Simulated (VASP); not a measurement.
A run of VASP 6.6.1 is set up as follows.

Contents of INCAR:

```
SYSTEM = Ti3Al
PREC = Accurate ; ENCUT = 520
EDIFF = 1E-7 ; ISMEAR = -1
SIGMA = 0.05 ; LREAL = .False.
LASPH = .True. ; NELM = 100
ALGO = Fast ; ISIF = 2
LWAVE = .False. ; LCHARG = .False.
GGA = PS ; IVDW = 12
NBANDS = 28
```

Contents of KPOINTS:

```
Automatic mesh
0
Gamma
  10 10 3
  0 0 0
```

POSCAR

```
Ti3Al
1.0
    2.8476970635      0.0000000000      0.0000000000
   -1.4238485317      2.4661779993      0.0000000000
    0.0000000000      0.0000000000      9.0286358390
Ti Al
3 1
Direct
    0.3333333333      0.6666666667      0.2490529887
    0.3333333333      0.6666666667      0.7509470113
    0.6666666667      0.3333333333      0.0000000000
    0.6666666667      0.3333333333      0.5000000000
```

Potentials or basis: VASP PAW PBE potentials, release 64 (Ti_sv, Al).

Launch:

```console
$ cat potpaw_PBE.64/Ti_sv/POTCAR potpaw_PBE.64/Al/POTCAR > POTCAR
$ mpirun -np 1 vasp_std > vasp.out
```

Estimate the largest force.

0.007 eV/Å.

Estimate the dispersion energy per atom.

-0.565 eV.

Estimate the pressure.

-0.2 GPa.

Forces in eV/Å, atoms in the order of the input:
```
Ti   0.000  0.000 -0.007
Ti   0.000  0.000  0.007
Ti   0.000  0.000  0.000
Al   0.000  0.000  0.000
```

Caveat: the PAW data sets were made with another functional, which shifts forces and pressure a little; pairwise dispersion overbinds metals, which lowers pressure and volume.
